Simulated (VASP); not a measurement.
A run of VASP 6.6.1 is set up as follows.

INCAR

```
ALGO = Normal ; EDIFF = 1E-7
ENCUT = 520 ; GGA = PE
ISIF = 2 ; ISMEAR = 0
LASPH = T ; LCHARG = T
LELF = T ; LREAL = F
LVHAR = T ; LWAVE = F
NBANDS = 22 ; NELM = 100
PREC = Accurate ; SIGMA = 0.05
```

KPOINTS

```
k-points
0
Gamma
  12 12 6
```

POSCAR

```
HfC
1.0
    3.9487418284      0.0000000000      0.0000000000
   -1.9743709142      3.4197107364      0.0000000000
    0.0000000000      0.0000000000      4.7262840958
Hf C
2 2
Direct
    0.6666666667      0.3333333333      0.0681519694
    0.3333333333      0.6666666667      0.5681519694
    0.6666666667      0.3333333333      0.5570480306
    0.3333333333      0.6666666667      0.0570480306
```

Potentials or basis: VASP PAW PBE potentials, release 64 (Hf_pv, C).

Launch:

```sh
$ cat potpaw_PBE.64/Hf_pv/POTCAR potpaw_PBE.64/C/POTCAR > POTCAR
$ mpirun -np 1 vasp_std > vasp.out
```

(1) Estimate the band gap on the k mesh.

(2) Predict the pressure.

## Answers

(1) zero (band 14 reaches 5.14 eV, above the bottom of band 15 at 3.99 eV).

(2) -11.4 GPa.

Caveat: spin-orbit coupling is left out, which moves the levels of the heavy elements.
